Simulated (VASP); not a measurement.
# CsNi (P6_3/mmc) in VASP: single point with PBE

Aim: the single point of CsNi with PBE.

All numbers are computed with VASP 6.6.1; they aren't measurements. Logs are shortened: lines on timing, memory, paths and dates and some standing lists are left out, and cuts for length are marked.

**1. The cell of the first run**

It takes space group P6_3/mmc (No. 194, hexagonal). The conventional cell has a = 4.001 Å, b = 4.001 Å, c = 10.644 Å, α = 90.00°, β = 90.00°, γ = 120.00°. Within 3.1 Å of Cs (site symmetry -6m2) lie 3 Ni at 2.31 Å. Within 3.1 Å of Ni (site symmetry -6m2) lie 3 Cs at 2.31 Å.

**2. Single point, PBE, collinear spin, ferromagnetic start**

INCAR reads:

```
PREC     = Accurate       # precision mode
ENCUT    = 520            # plane-wave cutoff, eV
EDIFF    = 1E-6           # SCF threshold, eV
ISMEAR   = 0              # smearing method
SIGMA    = 0.1            # smearing width, eV
LREAL    = F              # projectors in reciprocal space
LASPH    = T              # aspherical terms in the spheres
NELM     = 150            # most SCF steps
ALGO     = Normal         # electronic algorithm
ISIF     = 2              # what is computed and relaxed
LWAVE    = F              # write WAVECAR
LCHARG   = T              # write CHGCAR
ISPIN    = 2              # spin polarisation
MAGMOM   = 0 0 2 2        # initial moments
LORBIT   = 11             # projections on sites
LMAXMIX  = 4              # l up to which the mixer works
GGA      = PE             # functional
LELF     = T              # ELF
LVHAR    = T            
NBANDS   = 31             # bands
```

KPOINTS reads:

```
regular mesh
0
Gamma
  6 6 2
```

POSCAR reads:

```
CsNi
1.0
    4.0011504755      0.0000000000      0.0000000000
   -2.0005752378      3.4650979561      0.0000000000
    0.0000000000      0.0000000000     10.6439903540
Cs Ni
2 2
Direct
    0.3333333333      0.6666666667      0.2500000000
    0.6666666667      0.3333333333      0.7500000000
    0.3333333333      0.6666666667      0.7500000000
    0.6666666667      0.3333333333      0.2500000000
```

Potentials or basis: VASP PAW PBE potentials, release 64 (Cs_sv, Ni).

Launch:

```
$ cat potpaw_PBE.64/Cs_sv/POTCAR potpaw_PBE.64/Ni/POTCAR > POTCAR
$ mpirun -np 1 vasp_std > vasp.out
```

OUTCAR:

```text
PREC = Accurate
   ENCUT = 520
   EDIFF = 1E-6
   ISMEAR = 0
   LREAL = F
   LASPH = T
   NELM = 150
   ISIF = 2
   ISPIN = 2
   LORBIT = 11
   GGA = PE

 ion  position               nearest neighbor table
   1  0.333  0.667  0.250-   4 2.31   4 2.31   4 2.31
   2  0.667  0.333  0.750-   3 2.31   3 2.31   3 2.31
   3  0.333  0.667  0.750-   2 2.31   2 2.31   2 2.31
   4  0.667  0.333  0.250-   1 2.31   1 2.31   1 2.31

  LATTYP: Found a hexagonal cell.
 ALAT       =     4.0011504755
 C/A-ratio  =     2.6602324554

  Lattice vectors:

 A1 = (   4.0011504755,   0.0000000000,   0.0000000000)
 A2 = (  -2.0005752378,   3.4650979561,   0.0000000000)
 A3 = (   0.0000000000,   0.0000000000,  10.6439903540)

Analysis of symmetry for initial positions (statically):
=====================================================================
 Subroutine PRICEL returns:
 Original cell was already a primitive cell.

 Routine SETGRP: Setting up the symmetry group for a
 hexagonal supercell.

 Subroutine GETGRP returns: Found 24 space group operations
 (whereof 12 operations were pure point group operations)
 out of a pool of 24 trial point group operations.

The static configuration has the point symmetry D_3d.
 The point group associated with its full space group is D_6h.

Analysis of symmetry for dynamics (positions and initial velocities):
=====================================================================
 Subroutine PRICEL returns:
 Original cell was already a primitive cell.

 Routine SETGRP: Setting up the symmetry group for a
 hexagonal supercell.

 Subroutine GETGRP returns: Found 24 space group operations
 (whereof 12 operations were pure point group operations)
 out of a pool of 24 trial point group operations.

The dynamic configuration has the point symmetry D_3d.
 The point group associated with its full space group is D_6h.

Analysis of structural, dynamic, and magnetic symmetry:
=====================================================================
 Subroutine PRICEL returns:
 Original cell was already a primitive cell.

 Routine SETGRP: Setting up the symmetry group for a
 hexagonal supercell.

 Subroutine GETGRP returns: Found 24 space group operations
 (whereof 12 operations were pure point group operations)
 out of a pool of 24 trial point group operations.

The overall configuration has the point symmetry D_3d.
 The point group associated with its full space group is D_6h.

[... 116 lines left out ...]
   GGA     = PE    functional components
   LHFCALC =     F    Hartree Fock is set to
   AEXX    =    0.0000 exact exchange contribution
   IVDW    =     0    specifies the selected vdW correction
   LEPSILON=     F    determine dielectric tensor
   LRPA    =     F    only Hartree local field effects (RPA)
 spin polarized calculation
 Gauss-broadening in eV      SIGMA  =   0.10
  energy-cutoff  :      520.00
  volume of cell :      147.57
 maximum number of plane-waves:      4024
 NGX is ok and might be reduce to    30
   NGX = 15   NGY = 15   NGZ = 39

 number of electron      37.9999984 magnetization       0.0048014

 number of electron      37.9999984 magnetization      -0.0010415

 Free energy of the ion-electron system (eV)
  ---------------------------------------------------
  ext. energy  EPLUGINS =         0.00000000
  ---------------------------------------------------
  free energy    TOTEN  =        -3.29382983 eV

  energy without entropy =       -3.28127053  energy(sigma->0) =       -3.28755018

 E-fermi :   3.0889     XC(G=0):  -7.6978

 val. band max:        3.0312391001   @ k =   0.3333   0.0000   0.0000
 cond. band min:       3.1173370751   @ k =   0.5000   0.0000   0.5000
 fundamental gap:      0.0860979750
 Fermi energy:         3.0888613676

 spin component 1

 k-point     1 :       0.0000    0.0000    0.0000
  band No.  band energies     occupation
      1     -21.1080      1.00000
      2     -21.1057      1.00000
      3      -8.0636      1.00000
      4      -8.0636      1.00000
      5      -8.0620      1.00000
      6      -8.0620      1.00000
[... 465 lines left out ...]
     30       8.3033      0.00000
     31       8.5505      0.00000
 Fermi energy:         3.0888613676

 spin component 2

 k-point     1 :       0.0000    0.0000    0.0000
  band No.  band energies     occupation
      1     -21.1081      1.00000
      2     -21.1058      1.00000
      3      -8.0636      1.00000
      4      -8.0636      1.00000
      5      -8.0621      1.00000
      6      -8.0621      1.00000
[... 465 lines left out ...]
     30       8.3031      0.00000
     31       8.5500      0.00000

------------------------ aborting loop because EDIFF is reached ----------------------------------------

  FORCE on cell =-STRESS in cart. coord.  units (eV):
  Direction    XX          YY          ZZ          XY          YZ          ZX
  --------------------------------------------------------------------------------------
  -------------------------------------------------------------------------------------
  Total       20.4107448     20.4107448     -0.7528192     -0.0000000      0.0000000      0.0000000
  in kB      221.5973492    221.5973492     -8.1732806     -0.0000000      0.0000000      0.0000000
  external PRESSURE =     145.0071393 kB  Pullay stress =       0.0000000 kB

 VOLUME and BASIS-vectors are now :
 -----------------------------------------------------------------------------
  energy-cutoff  :      520.00
  volume of cell :      147.57
      direct lattice vectors                 reciprocal lattice vectors
     4.001150476  0.000000000  0.000000000     0.249928116  0.144296065  0.000000000
    -2.000575238  3.465097956  0.000000000     0.000000000  0.288592130  0.000000000
     0.000000000  0.000000000 10.643990354     0.000000000  0.000000000  0.093949728

 POSITION                                       TOTAL-FORCE (eV/Angst)
 -----------------------------------------------------------------------------------
     -0.00000      2.31007      2.66100        -0.000000      0.000000     -0.000000
      2.00058      1.15503      7.98299         0.000000     -0.000000     -0.000000
     -0.00000      2.31007      7.98299        -0.000000     -0.000000      0.000000
      2.00058      1.15503      2.66100        -0.000000      0.000000      0.000000
 -----------------------------------------------------------------------------------
    total drift:                                0.000000     -0.000000      0.000000

  FREE ENERGIE OF THE ION-ELECTRON SYSTEM (eV)
  ---------------------------------------------------
  free  energy   TOTEN  =        -3.2938298274 eV

  energy  without entropy=       -3.2812705276  energy(sigma->0) =       -3.28755018

 total charge

# of ion       s       p       d       tot
------------------------------------------
    1        1.861   4.518   0.410   6.789
    2        1.861   4.518   0.410   6.789
    3        0.475   0.360   8.815   9.650
    4        0.475   0.360   8.815   9.650
--------------------------------------------------
tot          4.672   9.756  18.450  32.877

 magnetization (x)

# of ion       s       p       d       tot
------------------------------------------
    1       -0.000   0.000  -0.000  -0.000
    2       -0.000   0.000  -0.000  -0.000
    3       -0.000  -0.000   0.000  -0.000
    4       -0.000  -0.000   0.000  -0.000
--------------------------------------------------
tot         -0.000  -0.000   0.000  -0.000
```

stdout:

```text
POSCAR found type information on POSCAR CsNi
 POSCAR found :  2 types and       4 ions
 scaLAPACK will be used
 LDA part: xc-table for (Slater+PW92), standard interpolation
 POSCAR, INCAR and KPOINTS ok, starting setup
 FFT: planning ... GRIDC
 FFT: planning ... GRID_SOFT
 FFT: planning ... GRID
 WAVECAR not read
 entering main loop
```

Wall time 1.7 min (1 thread of Intel Xeon 6975P-C (Granite Rapids), shared host); peak memory 0.35 GiB.

Results:

* Free energy: -3.2938 eV
* Pressure: 14.5 GPa
* Band gap on the k mesh: zero (filled and empty bands overlap)
* Net moment: 0.00 μB per cell
* Valence electrons inside the program's atomic spheres: Cs 6.79; Ni 9.65

Stress tensor (GPa, compression positive):
```
22.16  0.00  0.00
 0.00 22.16  0.00
 0.00  0.00 -0.82
```

Caveat: the cell stands under pressure; spin-orbit coupling is left out, which moves the levels of the heavy elements.
